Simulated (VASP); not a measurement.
# Ti6Ge (P4/mmm) in VASP: a series of runs

Ti6Ge is run at these levels: PBE; tasks: single point.

All numbers are computed with VASP 6.6.1; they aren't measurements. Logs are shortened: lines on timing, memory, paths and dates and some standing lists are left out, and cuts for length are marked.

## 1. The cell of the first run

It takes space group P4/mmm (No. 123, tetragonal). The conventional cell has a = 6.916 Å, b = 6.916 Å, c = 2.736 Å, α = 90.00°, β = 90.00°, γ = 90.00°. Ti (site symmetry m2m) has 6 Ti at 2.50 to 2.75 Å and 1 Ge at 2.94 Å within 3.3 Å. Within 3.3 Å of Ti (site symmetry mmm) lie 6 Ti at 2.50 to 2.74 Å. Ge (site symmetry 4/mmm) has 2 Ge at 2.74 Å and 8 Ti at 2.94 to 3.46 Å within 3.6 Å.

The cell was generated, and may not be a known phase.

## 2. Single point, PBE

Input file INCAR:

```
  PREC = Accurate
  ENCUT = 520
  EDIFF = 1E-7
  ISMEAR = 0
  SIGMA = 0.2
  LREAL = False
  LASPH = True
  NELM = 100
  ALGO = Normal
  ISIF = 2
  LWAVE = False
  LCHARG = False
  GGA = PE
  NBANDS = 52
```

Input file KPOINTS:

```
Automatic mesh
0
Gamma
  3 3 4
```

Input file POSCAR:

```
Ti6Ge
1.0
    6.9163746990      0.0000000000      0.0000000000
    0.0000000000      6.9163746990      0.0000000000
    0.0000000000      0.0000000000      2.7360269905
Ti Ge
6 1
Direct
    0.8009832268      0.8009832268      0.0000000000
    0.1990167732      0.1990167732      0.0000000000
    0.1990167732      0.8009832268      0.0000000000
    0.8009832268      0.1990167732      0.0000000000
    0.0000000000      0.5000000000      0.0000000000
    0.5000000000      0.0000000000      0.0000000000
    0.5000000000      0.5000000000      0.0000000000
```

Potentials or basis: VASP PAW PBE potentials, release 64 (Ti_sv, Ge_d).

Command:

```console
cat potpaw_PBE.64/Ti_sv/POTCAR potpaw_PBE.64/Ge_d/POTCAR > POTCAR
mpirun -np 1 vasp_std > vasp.out
```

OUTCAR:

```text
PREC = Accurate
   ENCUT = 520
   EDIFF = 1E-7
   ISMEAR = 0
   LREAL = False
   LASPH = True
   NELM = 100
   ISIF = 2
   GGA = PE

 ion  position               nearest neighbor table
   1  0.801  0.801  0.000-   5 2.50   6 2.50   3 2.75   4 2.75
   2  0.199  0.199  0.000-   5 2.50   6 2.50   3 2.75   4 2.75
   3  0.199  0.801  0.000-   5 2.50   6 2.50   1 2.75   2 2.75
   4  0.801  0.199  0.000-   5 2.50   6 2.50   1 2.75   2 2.75
   5  0.000  0.500  0.000-   1 2.50   2 2.50   3 2.50   4 2.50
   6  0.500  0.000  0.000-   1 2.50   2 2.50   3 2.50   4 2.50
   7  0.500  0.500  0.000-

  LATTYP: Found a simple tetragonal cell.
 ALAT       =     6.9163746990
 C/A-ratio  =     0.3955868659

  Lattice vectors:

 A1 = (   6.9163746990,   0.0000000000,   0.0000000000)
 A2 = (   0.0000000000,   6.9163746990,   0.0000000000)
 A3 = (   0.0000000000,   0.0000000000,   2.7360269905)

Analysis of symmetry for initial positions (statically):
=====================================================================
 Subroutine PRICEL returns:
 Original cell was already a primitive cell.

 Routine SETGRP: Setting up the symmetry group for a
 simple tetragonal supercell.

 Subroutine GETGRP returns: Found 16 space group operations
 (whereof 16 operations were pure point group operations)
 out of a pool of 16 trial point group operations.

The static configuration has the point symmetry D_4h.

Analysis of symmetry for dynamics (positions and initial velocities):
=====================================================================
 Subroutine PRICEL returns:
 Original cell was already a primitive cell.

 Routine SETGRP: Setting up the symmetry group for a
 simple tetragonal supercell.

 Subroutine GETGRP returns: Found 16 space group operations
 (whereof 16 operations were pure point group operations)
 out of a pool of 16 trial point group operations.

The dynamic configuration has the point symmetry D_4h.

 Subroutine INISYM returns: Found 16 space group operations
 (whereof 16 operations are pure point group operations),
 and found     1 'primitive' translations

----------------------------------------------------------------------------------------

                                     Primitive cell

  volume of cell :     130.8812

  direct lattice vectors                    reciprocal lattice vectors
     6.916374699  0.000000000  0.000000000     0.144584416  0.000000000  0.000000000
     0.000000000  6.916374699  0.000000000     0.000000000  0.144584416  0.000000000
     0.000000000  0.000000000  2.736026991     0.000000000  0.000000000  0.365493470

  length of vectors
     6.916374699  6.916374699  2.736026991     0.144584416  0.144584416  0.365493470

  position of ions in fractional coordinates (direct lattice)
     0.800983227  0.800983227  0.000000000
     0.199016773  0.199016773  0.000000000
     0.199016773  0.800983227  0.000000000
     0.800983227  0.199016773  0.000000000
     0.000000000  0.500000000  0.000000000
     0.500000000  0.000000000  0.000000000
     0.500000000  0.500000000  0.000000000

  ion indices of the primitive-cell ions
   primitive index   ion index
                 1           1
                 2           2
                 3           3
                 4           4
                 5           5
                 6           6
                 7           7

----------------------------------------------------------------------------------------

 KPOINTS: Automatic mesh

Automatic generation of k-mesh.
 Grid dimensions read from file:
 generate k-points for:    3    3    4

 Generating k-lattice:

  Cartesian coordinates                     Fractional coordinates (reciprocal lattice)
     0.048194805  0.000000000  0.000000000     0.333333333  0.000000000  0.000000000
     0.000000000  0.048194805  0.000000000     0.000000000  0.333333333  0.000000000
     0.000000000  0.000000000  0.091373368     0.000000000  0.000000000  0.250000000

  Length of vectors
     0.048194805  0.048194805  0.091373368

  Shift w.r.t. Gamma in fractional coordinates (k-lattice)
     0.000000000  0.000000000  0.000000000

 Subroutine IBZKPT returns following result:
 ===========================================

 Found      9 irreducible k-points:

 Following reciprocal coordinates:
            Coordinates               Weight
  0.000000  0.000000  0.000000      1.000000
  0.333333  0.000000  0.000000      4.000000
  0.333333  0.333333  0.000000      4.000000
  0.000000  0.000000  0.250000      2.000000
  0.333333  0.000000  0.250000      8.000000
  0.333333  0.333333  0.250000      8.000000
  0.000000  0.000000  0.500000      1.000000
  0.333333  0.000000  0.500000      4.000000
  0.333333  0.333333  0.500000      4.000000
   k-points           NKPTS =      9   k-points in BZ     NKDIM =      9   number of bands    NBANDS=     52
   number of dos      NEDOS =    301   number of ions     NIONS =      7
   total plane-waves  NPLWV =  58320
   dimension x,y,z NGX =    54 NGY =   54 NGZ =   20
   dimension x,y,z NGXF=   108 NGYF=  108 NGZF=   40
   ions per type =               6   1
   NGX,Y,Z   is equivalent  to a cutoff of  12.98, 12.98, 12.15 a.u.
   NGXF,Y,Z  is equivalent  to a cutoff of  25.96, 25.96, 24.30 a.u.
 SYSTEM =  unknown system
   PREC   = accura    normal or accurate (medium, high low for compatibility)
   ISTART =      0    job   : 0-new  1-cont  2-samecut
   ICHARG =      2    charge: 1-file 2-atom 10-const
   ISPIN  =      1    spin polarized calculation?
   LNONCOLLINEAR =      F non collinear calculations
   LSORBIT =      F    spin-orbit coupling
   LASPH  =      T    aspherical Exc in radial PAW
   ENCUT  =  520.0 eV  38.22 Ry    6.18 a.u.  12.86 12.86  5.09*2*pi/ulx,y,z
   NELM   =    100;   NELMIN=  2; NELMDL= -5     # of ELM steps
   EDIFF  = 0.1E-06   stopping-criterion for ELM
   LREAL  =      F    real-space projection
   EDIFFG = 0.1E-05   stopping-criterion for IOM
   NSW    =      0    number of steps for IOM
   IBRION =     -1    ionic relax: 0-MD 1-quasi-New 2-CG
   NFREE  =      0    steps in history (QN), initial steepest desc. (CG)
   ISIF   =      2    stress and relaxation
   ISYM   =      2    0-nonsym 1-usesym 2-fastsym
   POTIM  = 0.5000    time-step for ionic-motion
   TEBEG  =    0.0;   TEEND  =   0.0 temperature during run
   PSTRESS=    0.0 pullay stress
   NELECT =      86.0000    total number of electrons
   NUPDOWN=      -1.0000    fix difference up-down
   EMIN   =  10.00;   EMAX   =-10.00  energy-range for DOS
   EFERMI =   0.00;   METHOD = LEGACY
   ISMEAR =     0;   SIGMA  =   0.20  broadening in eV -4-tet -1-fermi 0-gaus
   EFERMI_NEDOS =   21; number of points for ismear=-14 and -15
   IALGO  =     38    algorithm
   IMIX   =      4    mixing-type and parameters
     AMIX     =   0.40;   BMIX     =  1.00
     AMIX_MAG =   1.60;   BMIX_MAG =  1.00
  volume/ion in A,a.u.               =      18.70       126.18
  Fermi-wavevector in a.u.,A,eV,Ry     =   1.423252  2.689557 27.560596  2.025647
  Thomas-Fermi vector in A             =   2.543869
   LORBIT       =      0    0 simple, 1 ext, 2 COOP (PROOUT), +10 PAW based schemes
   GGA     = PE    functional components
   LHFCALC =     F    Hartree Fock is set to
   AEXX    =    0.0000 exact exchange contribution
   IVDW    =     0    specifies the selected vdW correction
   LEPSILON=     F    determine dielectric tensor
   LRPA    =     F    only Hartree local field effects (RPA)
 non-spin polarized calculation
 Gauss-broadening in eV      SIGMA  =   0.20
  energy-cutoff  :      520.00
  volume of cell :      130.88
 maximum number of plane-waves:      3554
 NGX is ok and might be reduce to    54
   NGX = 25   NGY = 25   NGZ = 11

 number of electron      86.0000014 magnetization

 Free energy of the ion-electron system (eV)
  ---------------------------------------------------
  ext. energy  EPLUGINS =         0.00000000
  ---------------------------------------------------
  free energy    TOTEN  =       -46.98410161 eV

  energy without entropy =      -46.79506840  energy(sigma->0) =      -46.88958500

 E-fermi :   7.3472     XC(G=0): -11.0453

 val. band max:        7.3307963574   @ k =   0.3333   0.0000   0.0000
 cond. band min:       7.3538115202   @ k =   0.3333   0.3333   0.0000
 fundamental gap:      0.0230151628
 Fermi energy:         7.3472363213

 k-point     1 :       0.0000    0.0000    0.0000
  band No.  band energies     occupation
      1     -49.3718      2.00000
      2     -49.2765      2.00000
      3     -49.2765      2.00000
      4     -49.2369      2.00000
      5     -48.9681      2.00000
      6     -48.9078      2.00000
[... 44 lines left out ...]
     51       8.8635      0.00000
     52       9.1399      0.00000

 k-point     2 :       0.3333    0.0000    0.0000
  band No.  band energies     occupation
      1     -49.3553      2.00000
      2     -49.2988      2.00000
      3     -49.2762      2.00000
      4     -49.2372      2.00000
      5     -48.9499      2.00000
      6     -48.9201      2.00000
[... 44 lines left out ...]
     51       8.9840      0.00000
     52       9.2418      0.00000

 k-point     3 :       0.3333    0.3333    0.0000
  band No.  band energies     occupation
      1     -49.3398      2.00000
      2     -49.3019      2.00000
      3     -49.2916      2.00000
      4     -49.2374      2.00000
      5     -48.9406      2.00000
      6     -48.9260      2.00000
[... 44 lines left out ...]
     51       9.3349      0.00000
     52       9.4194      0.00000

 k-point     4 :       0.0000    0.0000    0.2500
  band No.  band energies     occupation
      1     -49.3299      2.00000
      2     -49.2366      2.00000
      3     -49.2366      2.00000
      4     -49.1978      2.00000
      5     -48.9277      2.00000
      6     -48.8687      2.00000
[... 44 lines left out ...]
     51       8.5683      0.00000
     52       9.1466      0.00000

 k-point     5 :       0.3333    0.0000    0.2500
  band No.  band energies     occupation
      1     -49.3138      2.00000
      2     -49.2583      2.00000
      3     -49.2364      2.00000
      4     -49.1980      2.00000
      5     -48.9100      2.00000
      6     -48.8809      2.00000
[... 44 lines left out ...]
     51       8.7407      0.00000
     52       8.7629      0.00000

 k-point     6 :       0.3333    0.3333    0.2500
  band No.  band energies     occupation
      1     -49.2986      2.00000
      2     -49.2614      2.00000
      3     -49.2515      2.00000
      4     -49.1983      2.00000
      5     -48.9009      2.00000
      6     -48.8866      2.00000
[... 44 lines left out ...]
     51       8.8217      0.00000
     52       8.8549      0.00000

 k-point     7 :       0.0000    0.0000    0.5000
  band No.  band energies     occupation
      1     -49.2876      2.00000
      2     -49.1964      2.00000
      3     -49.1964      2.00000
      4     -49.1583      2.00000
      5     -48.8869      2.00000
      6     -48.8293      2.00000
[... 44 lines left out ...]
     51       8.3772      0.00000
     52       8.8041      0.00000

 k-point     8 :       0.3333    0.0000    0.5000
  band No.  band energies     occupation
      1     -49.2718      2.00000
      2     -49.2175      2.00000
      3     -49.1961      2.00000
      4     -49.1585      2.00000
      5     -48.8696      2.00000
      6     -48.8412      2.00000
[... 44 lines left out ...]
     51       8.9214      0.00000
     52       9.2592      0.00000

 k-point     9 :       0.3333    0.3333    0.5000
  band No.  band energies     occupation
      1     -49.2570      2.00000
      2     -49.2205      2.00000
      3     -49.2109      2.00000
      4     -49.1588      2.00000
      5     -48.8608      2.00000
      6     -48.8468      2.00000
[... 44 lines left out ...]
     51       8.7198      0.00000
     52       9.0397      0.00000

------------------------ aborting loop because EDIFF is reached ----------------------------------------

  FORCE on cell =-STRESS in cart. coord.  units (eV):
  Direction    XX          YY          ZZ          XY          YZ          ZX
  --------------------------------------------------------------------------------------
  -------------------------------------------------------------------------------------
  Total        0.1791986      0.1791986     -0.4296891      0.0000000      0.0000000     -0.0000000
  in kB        2.1936526      2.1936526     -5.2600214      0.0000000      0.0000000     -0.0000000
  external PRESSURE =      -0.2909054 kB  Pullay stress =       0.0000000 kB

 VOLUME and BASIS-vectors are now :
 -----------------------------------------------------------------------------
  energy-cutoff  :      520.00
  volume of cell :      130.88
      direct lattice vectors                 reciprocal lattice vectors
     6.916374699  0.000000000  0.000000000     0.144584416  0.000000000  0.000000000
     0.000000000  6.916374699  0.000000000     0.000000000  0.144584416  0.000000000
     0.000000000  0.000000000  2.736026991     0.000000000  0.000000000  0.365493470

 POSITION                                       TOTAL-FORCE (eV/Angst)
 -----------------------------------------------------------------------------------
      5.53990      5.53990      0.00000         0.005333      0.005333     -0.000000
      1.37647      1.37647      0.00000        -0.005333     -0.005333      0.000000
      1.37647      5.53990      0.00000        -0.005333      0.005333     -0.000000
      5.53990      1.37647      0.00000         0.005333     -0.005333      0.000000
      0.00000      3.45819      0.00000         0.000000      0.000000     -0.000000
      3.45819      0.00000      0.00000         0.000000      0.000000     -0.000000
      3.45819      3.45819      0.00000         0.000000      0.000000     -0.000000
 -----------------------------------------------------------------------------------
    total drift:                                0.000000      0.000000     -0.000000

  FREE ENERGIE OF THE ION-ELECTRON SYSTEM (eV)
  ---------------------------------------------------
  free  energy   TOTEN  =       -46.9841016091 eV

  energy  without entropy=      -46.7950683952  energy(sigma->0) =      -46.88958500
```

Run time: 61 s. Hardware: 1 thread of AMD EPYC 9R45 (Zen 5), shared host; peak memory 0.21 GiB.

What came out:

* Free energy: -46.9841 eV
* Pressure: 0.0 GPa
* Largest force: 0.008 eV/Å
* Band gap on the k mesh: zero (bands 43 and 44 overlap by 0.39 eV)

Forces on the atoms (eV/Å):
```
Ti   0.005  0.005  0.000
Ti  -0.005 -0.005  0.000
Ti  -0.005  0.005  0.000
Ti   0.005 -0.005  0.000
Ti   0.000  0.000  0.000
Ti   0.000  0.000  0.000
Ge   0.000  0.000  0.000
```

Stress tensor (GPa, compression positive):
```
 0.22  0.00  0.00
 0.00  0.22  0.00
 0.00  0.00 -0.53
```

Caveat: the k points lie up to 0.57 Å⁻¹ apart.

## 3. Single point, PBE

This run uses another cell than the first one, of 17.70 Å³/atom.

Input file INCAR:

```
SYSTEM = Ti6Ge
ALGO = Normal
EDIFF = 1E-7
ENCUT = 520
GGA = PE
ISIF = 2
ISMEAR = 0
LASPH = .True.
LCHARG = .True.
LELF = .True.
LREAL = .False.
LVHAR = .True.
LWAVE = .False.
NBANDS = 52
NELM = 80
PREC = Accurate
SIGMA = 0.2
```

Input file KPOINTS:

```
k-points
0
Gamma
  4 4 3
  0 0 0
```

Input file POSCAR:

```
Ti6Ge
1.0
    4.3526765599      0.0000000000      0.0000000000
    0.0000000000      4.3526765599      0.0000000000
    0.0000000000      0.0000000000      6.5413404242
Ti Ge
6 1
Direct
    0.0000000000      0.0000000000      0.5000000000
    0.0000000000      0.0000000000      0.0000000000
    0.0000000000      0.5000000000      0.7736983252
    0.5000000000      0.0000000000      0.7736983252
    0.0000000000      0.5000000000      0.2263016748
    0.5000000000      0.0000000000      0.2263016748
    0.5000000000      0.5000000000      0.5000000000
```

Potentials or basis: VASP PAW PBE potentials, release 64 (Ti_sv, Ge_d).

Command:

```console
cat potpaw_PBE.64/Ti_sv/POTCAR potpaw_PBE.64/Ge_d/POTCAR > POTCAR
mpirun -np 1 vasp_std > vasp.out
```

Run time: 74 s. Hardware: 1 thread of AMD EPYC 9R45 (Zen 5), shared host; peak memory 0.21 GiB.

It converged, with:

| Item | Value |
| --- | --- |
| Free energy | -51.0116 eV |
| Pressure | -0.9 GPa |
| Largest force | 0.012 eV/Å |
| Band gap on the k mesh | zero (bands 43 and 44 overlap by 0.46 eV) |

Forces on the atoms (eV/Å):
```
Ti   0.000  0.000  0.000
Ti   0.000  0.000  0.000
Ti   0.000  0.000  0.012
Ti   0.000  0.000  0.012
Ti   0.000  0.000 -0.012
Ti   0.000  0.000 -0.012
Ge   0.000  0.000  0.000
```

Stress tensor (GPa, compression positive):
```
-0.98  0.00  0.00
 0.00 -0.98  0.00
 0.00  0.00 -0.61
```

Levels at points of the mesh, in eV from the Fermi level:
```tsv
k point	band 41	band 42	band 43	band 44	band 45	band 46
(0.00, 0.00, 0.00)	-0.48	-0.32	0.25	0.31	0.31	0.67
(0.50, 0.00, 0.00)	-0.45	-0.37	-0.13	0.07	0.23	0.47
(0.50, 0.50, 0.00)	-0.33	0.40	0.40	0.54	0.90	0.90
```

Caveat: the k points lie up to 0.36 Å⁻¹ apart.

The gap in the log of VASP goes by the Fermi energy; the results here count the filled bands.